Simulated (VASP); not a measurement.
A run of VASP 6.6.1:

INCAR

```
SYSTEM = Pt
PREC = Accurate ; ENCUT = 520
EDIFF = 1E-8 ; ISMEAR = -1
SIGMA = 0.03 ; LREAL = .False.
LASPH = .True. ; NELM = 60
ALGO = Normal ; ISIF = 2
LWAVE = .False. ; LCHARG = .False.
GGA = PE ; LEFG = .True.
NBANDS = 11
```

KPOINTS

```
Automatic mesh
0
Gamma
  18 18 18
  0 0 0
```

The input POSCAR:

```
Pt
1.0
   -0.0293685000      1.9432157500      1.9432157500
    1.9432157500     -0.0293685000      1.9432157500
    1.9432157500      1.9432157500     -0.0293685000
Pt
1
Direct
    0.0000000000      0.0000000000      0.0000000000
```

Potentials or basis: VASP PAW PBE potentials, release 64 (Pt).

Command:

```bash
$ cat potpaw_PBE.64/Pt/POTCAR > POTCAR
$ mpirun -np 1 vasp_std > vasp.out
```

Hardware: 1 thread of AMD EPYC 9R45 96-Core Processor (Zen 5) (shared host).

Task: How long does it take, and how much memory?

Result: Run time: 41 s on 1 thread of AMD EPYC 9R45 96-Core Processor (Zen 5) (shared host), peak memory 0.18 GiB. Counts: scf iterations 12, k points 580.
